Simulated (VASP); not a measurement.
A run of VASP 6.6.1:

Contents of INCAR:

```
SYSTEM = CdS
PREC = Accurate
ENCUT = 500
EDIFF = 1E-6
ISMEAR = 0
SIGMA = 0.02
LREAL = .False.
LASPH = .True.
NELM = 120
ALGO = Normal
ISIF = 2
LWAVE = .False.
LCHARG = .False.
GGA = PE
NBANDS = 16
GGA_COMPAT = .False.
```

KPOINTS

```
regular mesh
0
Gamma
  8 8 8
  0 0 0
```

The input POSCAR:

```
CdS
1.0
    0.0000000000      2.9633251217      2.9633251217
    2.9633251217      0.0000000000      2.9633251217
    2.9633251217      2.9633251217      0.0000000000
Cd S
1 1
Direct
    0.2500000000      0.2500000000      0.2500000000
    0.0000000000      0.0000000000      0.0000000000
```

Potentials or basis: VASP PAW PBE potentials, release 64 (Cd, S).

Launch:

```console
$ cat potpaw_PBE.64/Cd/POTCAR potpaw_PBE.64/S/POTCAR > POTCAR
$ mpirun -np 1 vasp_std > vasp.out
```

Hardware: 1 thread of Intel Xeon 8259CL, on a shared host.

**Question.** How long does it take, and how much memory?

**Answer.** It took 32 s on 1 thread of Intel Xeon 8259CL (shared host), peak memory 0.18 GiB. Counts: scf iterations 14, k points 29.
